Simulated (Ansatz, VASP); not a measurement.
**One calculation of FeBi, two programs**

INCAR

```
SYSTEM = FeBi
PREC = Accurate ; ENCUT = 520
EDIFF = 1E-6 ; ISMEAR = 0
SIGMA = 0.05 ; LREAL = .False.
LASPH = .True. ; NELM = 150
ALGO = Normal ; ISIF = 2
LWAVE = .False. ; LCHARG = .False.
ISPIN = 2 ; MAGMOM = 3.02 0
LORBIT = 11 ; LMAXMIX = 4
GGA = PE ; NBANDS = 22
```

Contents of KPOINTS:

```
regular mesh
0
Gamma
  10 10 10
  0 0 0
```

POSCAR

```
FeBi
1.0
    0.0000000000      2.8585584281      2.8585584281
    2.8585584281      0.0000000000      2.8585584281
    2.8585584281      2.8585584281      0.0000000000
Fe Bi
1 1
Direct
    0.5000000000      0.5000000000      0.5000000000
    0.0000000000      0.0000000000      0.0000000000
```

Input for Ansatz:

```yaml
crystal:
  lattice:
    - [0.0, 2.8585584281, 2.8585584281]
    - [2.8585584281, 0.0, 2.8585584281]
    - [2.8585584281, 2.8585584281, 0.0]
  atoms:
    - { symbol: Fe, position: [0.5, 0.5, 0.5], spin: 3.02 }
    - { symbol: Bi, position: [0.0, 0.0, 0.0] }
basis:
  ecutwfc: 420
  ecutrho_ratio: 4
kpoints:
  mp_grid: { grid: [10, 10, 10] }
hamiltonian:
  xc: pbe
scf:
  occupations: { method: gaussian, width: 0.05 }
output:
  forces: true
  stress: true
  eigenvalues: true
  populations: true
magnetization:
  spin_polarized: true
```

Alike in both runs: task single point; functional PBE; k mesh 10 × 10 × 10; occupations gaussian, width 0.05 eV; collinear spin.

|  | VASP | Ansatz |
| --- | --- | --- |
| version | VASP 6.6.1 | Ansatz 0.2.0 |
| potentials or method | VASP PAW PBE potentials, release 64 (Fe, Bi_d), cutoff 520 eV | scalar-relativistic, plane waves, PAW |
| valence electrons in the cell | 23 | 31 |

|  | VASP | Ansatz | Ansatz less VASP |
| --- | --- | --- | --- |
| gap on the k mesh at the Fermi level (eV) | none | none | - |
| pressure (GPa) | -3.7 | -3.4 | +0.28 |
| net moment per atom (μB) | 1.42 | 1.38 | -0.034 |
| size of the moment on the site where the two differ most (μB) | 2.84 | 2.84 | -0.009 |

Site moments also hang on the region over which each program counts them. A gap of «none» marks a metal or a gap that the smearing closes. VASP's potentials hold 23 valence electrons a cell and Ansatz's 31, so a difference there can come from the potentials and not from the codes.

Spin-orbit coupling is off throughout.
